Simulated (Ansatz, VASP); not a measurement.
## Two plane-wave programs on ScAl3N3

```
Sc Al N
1.0
    -2.17070    2.17070    3.96406
     2.17070   -2.17070    3.96406
     2.17070    2.17070   -3.96406
Sc Al N
1 3 3
Direct
  0.69799 0.69799 0.00000
  0.96059 0.46059 0.50000
  0.46059 0.96059 0.50000
  0.21913 0.21913 0.00000
  0.97590 0.97590 0.00000
  0.71273 0.21273 0.50000
  0.21273 0.71273 0.50000
```

Alike in both runs: task single point; functional PBE; k mesh 6 × 6 × 6; occupations gaussian, width 0.1 eV; no spin polarisation.

|  | VASP | Ansatz |
| --- | --- | --- |
| version | VASP 6.6.1 | Ansatz 0.2.0 |
| potentials or method | VASP PAW PBE potentials, release 64 (Sc_sv, Al, N), cutoff 600 eV | scalar-relativistic, plane waves, PAW |
| valence electrons in the cell | 35 | 35 |

|  | VASP | Ansatz | Ansatz less VASP |
| --- | --- | --- | --- |
| gap on the k mesh at the Fermi level (eV) | none | none | - |
| pressure (GPa) | 1.0 | 0.8 | -0.15 |
| traceless stress, the component that is largest in VASP (GPa) | 0.29 | 0.49 | +0.197 |
| rms of the force components (eV/Å) | 0.014 | 0.027 | +0.0128 |

Atom by atom the forces differ by 0.015 eV/Å (rms over components). A gap of «none» marks a metal or a gap that the smearing closes. With one functional, cell and mesh, what is left measures potentials, basis and numerics.
